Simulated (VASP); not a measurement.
Pt: single point with LDA

The system is Pt, a slab with vacuum.

```
Pt
1.0
     2.75431    0.00000    0.00000
     0.00000    2.75431    0.00000
     0.00000    0.00000   23.79040
Pt
5
Cartesian
  0.0000 0.0000 8.0000
  1.3772 1.3772 9.9476
  0.0000 0.0000 11.8952
  1.3772 1.3772 13.8428
  0.0000 0.0000 15.7904
```

```
Program                : VASP 6.6.1
Task                   : single point
Functional             : LDA
Potentials or basis    : VASP PAW LDA potentials, release 64 (Pt)
Cutoff                 : 520 eV
k mesh                 : 13 × 13 × 1
Occupations            : fermi-dirac, width 0.1 eV
Spin                   : no spin polarisation
Dipole correction      : yes
Further INCAR settings : ALGO = Normal; EDIFF = 1e-07; NBANDS = 33
```

```yaml
Largest_force: 0.378 eV/Å
Band_gap_on_the_k_mesh: zero (band 25 reaches 2.08 eV, above the bottom of band 26 at 0.59 eV)
```

Forces in eV/Å, atoms in the order of the input:
```
Pt   0.000  0.000  0.378
Pt   0.000  0.000 -0.305
Pt   0.000  0.000  0.000
Pt   0.000  0.000  0.305
Pt   0.000  0.000 -0.378
```

Levels at points of the mesh, in eV from the Fermi level:
| k point | band 21 | band 22 | band 23 | band 24 | band 25 | band 26 | band 27 | band 28 | band 29 | band 30 |
| --- | --- | --- | --- | --- | --- | --- | --- | --- | --- | --- |
| (0.00, 0.00, 0.00) | -1.54 | -1.05 | -0.52 | -0.39 | -0.39 | 0.04 | 0.15 | 0.32 | 0.32 | 0.61 |

Run time: 2.7 min on 1 thread of Intel(R) Xeon(R) Platinum 8488C (Sapphire Rapids), on a shared host, peak memory 0.28 GiB.

Caveat: spin-orbit coupling is left out, which moves the levels of the heavy elements.
